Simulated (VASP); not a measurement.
# C (I4_1/amd) in VASP: single point with r2SCAN

Aim: the single point of C with r2SCAN.

Program: VASP 6.6.1. These are calculated values, not measurements. Logs are shortened: lines on timing, memory, paths and dates and some standing lists are left out, and cuts for length are marked.

### Step 1. The cell of the first run

Symmetry: I4_1/amd, No. 141, tetragonal system. Conventional cell: a = 2.588 Å, b = 2.588 Å, c = 3.368 Å, α = 90.00°, β = 90.00°, γ = 90.00°. Within 2.1 Å of C (site symmetry -4m2) lie 4 C at 1.54 Å.

### Step 2. Single point, r2SCAN

Input file POSCAR:

```
C
1.0
    0.0000000000      1.8303127280      1.6838877097
    1.8303127280      0.0000000000      1.6838877097
    1.8303127280      1.8303127280      0.0000000000
C
2
Direct
    0.5000000000      0.5000000000      0.5000000000
    0.7500000000      0.7500000000      0.7500000000
```

Input file INCAR.step1:

```
SYSTEM = C
PREC = Accurate ; ENCUT = 910
ISMEAR = 0 ; SIGMA = 0.05
LREAL = .FALSE. ; LASPH = .TRUE.
NELM = 120 ; NBANDS = 11
GGA = PE ; ALGO = Normal
EDIFF = 1E-5 ; LWAVE = .TRUE.
LCHARG = .FALSE. ; GGA_COMPAT = .FALSE.
```

Input file INCAR.step2:

```
SYSTEM = C
PREC = Accurate ; ENCUT = 910
EDIFF = 1E-6 ; ISMEAR = 0
SIGMA = 0.05 ; LREAL = .FALSE.
LASPH = .TRUE. ; NELM = 120
ALGO = Normal ; ISIF = 2
LWAVE = .FALSE. ; LCHARG = .FALSE.
METAGGA = R2SCAN ; LMIXTAU = .TRUE.
NBANDS = 11 ; ISTART = 1
GGA_COMPAT = .FALSE.
```

Input file KPOINTS:

```
regular mesh
0
G
  12 12 12
  0 0 0
```

Potentials or basis: VASP PAW PBE potentials, release 64 (C_h).

Started as:

```console
$ cat potpaw_PBE.64/C_h/POTCAR > POTCAR
$ cp INCAR.step1 INCAR
$ mpirun -np 1 vasp_std > vasp.out
$ cp INCAR.step2 INCAR
$ mpirun -np 1 vasp_std > vasp.out
```

OUTCAR:

```text
SYSTEM = C
   PREC = Accurate
   ENCUT = 910
   EDIFF = 1E-6
   ISMEAR = 0
   LREAL = .FALSE.
   LASPH = .TRUE.
   NELM = 120
   ISIF = 2
   METAGGA = R2SCAN
   ISTART = 1

 ion  position               nearest neighbor table
   1  0.500  0.500  0.500-
   2  0.750  0.750  0.750-

  LATTYP: Found a body centered tetragonal cell.
 ALAT       =     2.5884530833
 C/A-ratio  =     1.3010764773

  Lattice vectors:

 A1 = (   0.0000000000,  -1.8303127280,  -1.6838877097)
 A2 = (   0.0000000000,   1.8303127280,  -1.6838877097)
 A3 = (   1.8303127280,   0.0000000000,   1.6838877097)

Analysis of symmetry for initial positions (statically):
=====================================================================
 Subroutine PRICEL returns:
 Original cell was already a primitive cell.

 Routine SETGRP: Setting up the symmetry group for a
 body centered tetragonal supercell.

 Subroutine GETGRP returns: Found 16 space group operations
 (whereof  8 operations were pure point group operations)
 out of a pool of 16 trial point group operations.

The static configuration has the point symmetry D_2d.
 The point group associated with its full space group is D_4h.

Analysis of symmetry for dynamics (positions and initial velocities):
=====================================================================
 Subroutine PRICEL returns:
 Original cell was already a primitive cell.

 Routine SETGRP: Setting up the symmetry group for a
 body centered tetragonal supercell.

 Subroutine GETGRP returns: Found 16 space group operations
 (whereof  8 operations were pure point group operations)
 out of a pool of 16 trial point group operations.

The dynamic configuration has the point symmetry D_2d.
 The point group associated with its full space group is D_4h.

 Subroutine INISYM returns: Found 16 space group operations
 (whereof  8 operations are pure point group operations),
 and found     1 'primitive' translations

----------------------------------------------------------------------------------------

                                     Primitive cell

  volume of cell :      11.2822

  direct lattice vectors                    reciprocal lattice vectors
     0.000000000  1.830312728  1.683887710    -0.273177361  0.273177361  0.296931914
     1.830312728  0.000000000  1.683887710     0.273177361 -0.273177361  0.296931914
     1.830312728  1.830312728  0.000000000     0.273177361  0.273177361 -0.296931914
[... 84 lines left out ...]
   EDIFF  = 0.1E-05   stopping-criterion for ELM
   LREAL  =      F    real-space projection
   EDIFFG = 0.1E-04   stopping-criterion for IOM
   NSW    =      0    number of steps for IOM
   IBRION =     -1    ionic relax: 0-MD 1-quasi-New 2-CG
   NFREE  =      0    steps in history (QN), initial steepest desc. (CG)
   ISIF   =      2    stress and relaxation
   ISYM   =      2    0-nonsym 1-usesym 2-fastsym
   POTIM  = 0.5000    time-step for ionic-motion
   TEBEG  =    0.0;   TEEND  =   0.0 temperature during run
   PSTRESS=    0.0 pullay stress
   NELECT =       8.0000    total number of electrons
   NUPDOWN=      -1.0000    fix difference up-down
   EMIN   =  10.00;   EMAX   =-10.00  energy-range for DOS
   EFERMI =   0.00;   METHOD = LEGACY
   ISMEAR =     0;   SIGMA  =   0.05  broadening in eV -4-tet -1-fermi 0-gaus
   EFERMI_NEDOS =   21; number of points for ismear=-14 and -15
   IALGO  =     38    algorithm
   IMIX   =      4    mixing-type and parameters
     AMIX     =   0.40;   BMIX     =  1.00
     AMIX_MAG =   1.60;   BMIX_MAG =  1.00
  volume/ion in A,a.u.               =       5.64        38.07
  Fermi-wavevector in a.u.,A,eV,Ry     =   1.459846  2.758708 28.996044  2.131149
  Thomas-Fermi vector in A             =   2.576365
   LORBIT       =      0    0 simple, 1 ext, 2 COOP (PROOUT), +10 PAW based schemes
   METAGGA = R2SCAN    functional components
   LHFCALC =     F    Hartree Fock is set to
   AEXX    =    0.0000 exact exchange contribution
   IVDW    =     0    specifies the selected vdW correction
   LEPSILON=     F    determine dielectric tensor
   LRPA    =     F    only Hartree local field effects (RPA)
 non-spin polarized calculation
 Gauss-broadening in eV      SIGMA  =   0.05
  energy-cutoff  :      910.00
  volume of cell :       11.28
 maximum number of plane-waves:       727
   NGX = 13   NGY = 13   NGZ = 13

 number of electron       8.0000000 magnetization

 Free energy of the ion-electron system (eV)
  ---------------------------------------------------
  ext. energy  EPLUGINS =         0.00000000
  ---------------------------------------------------
  free energy    TOTEN  =       -19.56684200 eV

  energy without entropy =      -19.56684200  energy(sigma->0) =      -19.56684200

 E-fermi :  12.0913     XC(G=0): -14.3073

 val. band max:       11.8095273901   @ k =   0.0000   0.0000   0.0000
 cond. band min:      14.0539924783   @ k =   0.3333   0.3333   0.0000
 fundamental gap:      2.2444650882
 Fermi energy:        12.0913083480

 k-point     1 :       0.0000    0.0000    0.0000
  band No.  band energies     occupation
      1     -11.7375      2.00000
      2      10.6015      2.00000
      3      10.6016      2.00000
      4      11.8095      2.00000
      5      16.2275      0.00000
      6      17.3417      0.00000
      7      17.3417      0.00000
      8      24.8866      0.00000
      9      31.5650      0.00000
     10      36.2482      0.00000
     11      38.4869      0.00000
[... 309 lines left out ...]
 k-point    24 :      -0.4167    0.1667    0.0000
  band No.  band energies     occupation
      1      -5.4233      2.00000
      2      -1.9541      2.00000
      3       6.0817      2.00000
      4       6.3973      2.00000
      5      17.7239      0.00000
      6      21.7038      0.00000
      7      23.5912      0.00000
      8      26.8835      0.00000
      9      31.4966      0.00000
     10      36.3711      0.00000
     11      37.0437      0.00000

 [... further k-points ...]
[... 5 lines left out ...]
  --------------------------------------------------------------------------------------
  -------------------------------------------------------------------------------------
  Total       -1.8160095     -1.8160095      3.5049131      0.0000000      0.0000000      0.0000000
  in kB     -257.8902881   -257.8902881    497.7303468      0.0000000      0.0000000      0.0000000
  external PRESSURE =      -6.0167431 kB  Pullay stress =       0.0000000 kB

 VOLUME and BASIS-vectors are now :
 -----------------------------------------------------------------------------
  energy-cutoff  :      910.00
  volume of cell :       11.28
      direct lattice vectors                 reciprocal lattice vectors
     0.000000000  1.830312728  1.683887710    -0.273177361  0.273177361  0.296931914
     1.830312728  0.000000000  1.683887710     0.273177361 -0.273177361  0.296931914
     1.830312728  1.830312728  0.000000000     0.273177361  0.273177361 -0.296931914

 POSITION                                       TOTAL-FORCE (eV/Angst)
 -----------------------------------------------------------------------------------
      1.83031      1.83031      1.68389         0.000000      0.000000      0.000000
      2.74547      2.74547      2.52583         0.000000      0.000000     -0.000000
 -----------------------------------------------------------------------------------
    total drift:                                0.000000      0.000000      0.000000

  FREE ENERGIE OF THE ION-ELECTRON SYSTEM (eV)
  ---------------------------------------------------
  free  energy   TOTEN  =       -19.5668419963 eV

  energy  without entropy=      -19.5668419963  energy(sigma->0) =      -19.56684200
```

OUTCAR.step1:

```text
SYSTEM = C
   PREC = Accurate
   ENCUT = 910
   ISMEAR = 0
   LREAL = .FALSE.
[... 561 lines left out ...]
      1.83031      1.83031      1.68389         0.000000      0.000000      0.000000
      2.74547      2.74547      2.52583        -0.000000     -0.000000     -0.000000
 -----------------------------------------------------------------------------------
    total drift:                                0.000000      0.000000      0.000000

  FREE ENERGIE OF THE ION-ELECTRON SYSTEM (eV)
  ---------------------------------------------------
  free  energy   TOTEN  =       -18.0682557725 eV

  energy  without entropy=      -18.0682557725  energy(sigma->0) =      -18.06825577
```

Wall time 92 s (1 thread of Intel Xeon Platinum 8259CL at 2.50GHz (Skylake/Cascade Lake), shared host); peak memory 0.16 GiB.

Results:

- Free energy: -19.5668 eV
- Pressure: -0.6 GPa
- Band gap on the k mesh: 2.24 eV (least direct gap 4.42 eV)

Stress tensor (GPa, compression positive):
```
-25.79   0.00   0.00
  0.00 -25.79   0.00
  0.00   0.00  49.77
```

Caveat: the cutoff is under 1.25 times the usual one of these potentials, so pressure, stress and relaxed cells hold a basis-set (Pulay) error; the PAW data sets were made with another functional, which shifts forces and pressure a little.
